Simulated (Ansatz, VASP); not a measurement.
## One calculation of Co, two programs

The input INCAR:

```
ALGO     = Normal         # electronic algorithm
EDIFF    = 1E-6           # SCF threshold, eV
ENCUT    = 520            # plane-wave cutoff, eV
GGA      = PE             # functional
ISIF     = 2              # what is computed and relaxed
ISMEAR   = -1             # smearing method
ISPIN    = 2              # spin polarisation
LASPH    = T              # aspherical terms in the spheres
LCHARG   = F              # write CHGCAR
LMAXMIX  = 4              # l up to which the mixer works
LORBIT   = 11             # projections on sites
LREAL    = F              # projectors in reciprocal space
LWAVE    = F              # write WAVECAR
MAGMOM   = 1.717          # initial moments
NBANDS   = 14             # bands
NELM     = 150            # most SCF steps
PREC     = Accurate       # precision mode
SIGMA    = 0.05           # smearing width, eV
```

KPOINTS

```
k-points
0
Gamma
  17 17 17
```

The input POSCAR:

```
Co
1.0
    0.0000000000      1.7842464323      1.7842464323
    1.7842464323      0.0000000000      1.7842464323
    1.7842464323      1.7842464323      0.0000000000
Co
1
Direct
    0.0000000000      0.0000000000      0.0000000000
```

Input for Ansatz:

```yaml
crystal:
  lattice:
    - [0.0, 1.7842464323, 1.7842464323]
    - [1.7842464323, 0.0, 1.7842464323]
    - [1.7842464323, 1.7842464323, 0.0]
  atoms:
    - { symbol: Co, position: [0.0, 0.0, 0.0], spin: 1.717 }
hamiltonian:
  xc: pbe
  pseudopotentials:
    kind: paw
    azcp:
      Co: "pseudopotentials/Co.paw.azcp"
basis:
  ecutwfc: 420
  fft_grid_basis: typed
kpoints:
  mp_grid: { grid: [17, 17, 17], shift: [0, 0, 0] }
magnetization:
  spin_polarized: true
scf:
  occupations: { method: fermi_dirac, width: 0.05 }
  lower_state_search: "off"
output:
  stress: true
  write_density: true
  write_potential: true
  elf: true
  volumetric_format: npy
```

Alike in both runs: task single point; functional PBE; k mesh 17 × 17 × 17; occupations fermi-dirac, width 0.05 eV; collinear spin.

|  | VASP | Ansatz |
| --- | --- | --- |
| version | VASP 6.6.1 | Ansatz 0.2.0 |
| potentials or method | VASP PAW PBE potentials, release 64 (Co), cutoff 520 eV | plane waves (420 eV) with PAW, scalar-relativistic |
| valence electrons in the cell | 9 | 17 |

|  | VASP | Ansatz | Ansatz less VASP |
| --- | --- | --- | --- |
| pressure (GPa) | -8.2 | -7.7 | +0.47 |
| net moment per atom (μB) | 1.67 | 1.68 | +0.008 |
| size of the moment on the site where the two differ most (μB) | 1.70 | 1.76 | +0.055 |

Site moments also hang on the region over which each program counts them. With one functional, cell and mesh, what is left measures potentials, basis and numerics. VASP's potentials hold 9 valence electrons a cell and Ansatz's 17, so a difference there can come from the potentials and not from the codes.
